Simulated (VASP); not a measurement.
## V: relaxation of cell and atoms with r2SCAN

V:

```
V
1.0
     2.78202    0.00000    0.00000
    -1.39101    2.40930    0.00000
     0.00000    0.00000    4.51537
V
2
Direct
  0.33333 0.66667 0.25000
  0.66667 0.33333 0.75000
```

This isn't the form of V at room conditions, which is bcc.

| Quantity | Value |
| --- | --- |
| Program | VASP 6.6.1 |
| Task | relaxation of cell and atoms |
| Functional | r2SCAN |
| Potentials or basis | VASP PAW PBE potentials, release 64 (V_sv) |
| Cutoff | 600 eV |
| k mesh | 9 × 9 × 4 |
| Occupations | gaussian, width 0.1 eV |
| Spin | collinear spin, ferromagnetic start |
| Starting moments | [0.92, 0.92] μB |
| Dipole correction | no |
| Further INCAR settings | ALGO = Normal; EDIFF = 1e-07; IBRION = 2; EDIFFG = -0.04; NSW = 90; ISIF = 3 |

| Item | Value |
| --- | --- |
| Relaxed volume | 13.68 Å³/atom |
| Relaxed cell | a = 2.599 Å, b = 2.599 Å, c = 4.675 Å, α = 90.00°, β = 90.00°, γ = 120.00° |
| Space group after relaxing (to 0.1 Å) | P6_3/mmc (No. 194) |
| Energy gained by relaxing | 124.5 meV/atom |
| Ionic steps | 9 |
| Pressure after relaxing | 0.0 GPa |
| Band gap on the k mesh | zero (filled and empty bands overlap) |
| Net moment | 0.00 μB per cell |
| Valence electrons inside the program's atomic spheres | V 11.62 |

The path:
```
step  energy change (eV)  largest force (eV/Å)  pressure (GPa)  volume (Å³)
   1              0.0000                0.0000          -15.23        30.27
   2              0.0067                0.0000           26.96        24.37
   3             -0.1882                0.0000            1.58        27.13
   4             -0.1883                0.0000            2.02        27.07
   5             -0.2397                0.0000            2.12        27.05
   6             -0.2451                0.0000            2.47        27.01
   7             -0.2466                0.0000            2.33        27.02
   8             -0.2451                0.0000           -2.85        27.79
   9             -0.2490                0.0000           -0.02        27.36
```

Final structure:
```
CELL_PARAMETERS angstrom
2.59947 0.00000 0.00000
-1.29973 2.25120 0.00000
0.00000 0.00000 4.67546
ATOMIC_POSITIONS crystal
V 0.33333 0.66667 0.25000
V 0.66667 0.33333 0.75000
```

Levels at points of the mesh, in eV from the Fermi level:
Spin up:
```tsv
k point	band 9	band 10	band 11	band 12	band 13	band 14	band 15	band 16	band 17	band 18
(0.00, 0.00, 0.00)	-7.39	-3.71	-0.60	-0.38	0.37	0.37	0.71	0.71	2.05	2.05
(0.00, 0.00, 0.50)	-5.49	-5.49	-1.12	-1.12	0.41	0.41	0.41	0.41	2.77	2.77
```
Spin down:
```
           k point  band 9  band 10  band 11  band 12  band 13  band 14  band 15  band 16  band 17  band 18
(0.00, 0.00, 0.00)   -7.39    -3.71    -0.60    -0.38     0.37     0.37     0.71     0.71     2.05     2.05
(0.00, 0.00, 0.50)   -5.49    -5.49    -1.12    -1.12     0.41     0.41     0.41     0.41     2.77     2.77
```

Wall time 29 min on 1 thread of Intel Xeon 8259CL, with other jobs on the host, peak memory 0.21 GiB.

Caveat: the moments typed at the start vanished in this run; the PAW data sets were made with another functional, which shifts forces and pressure a little.
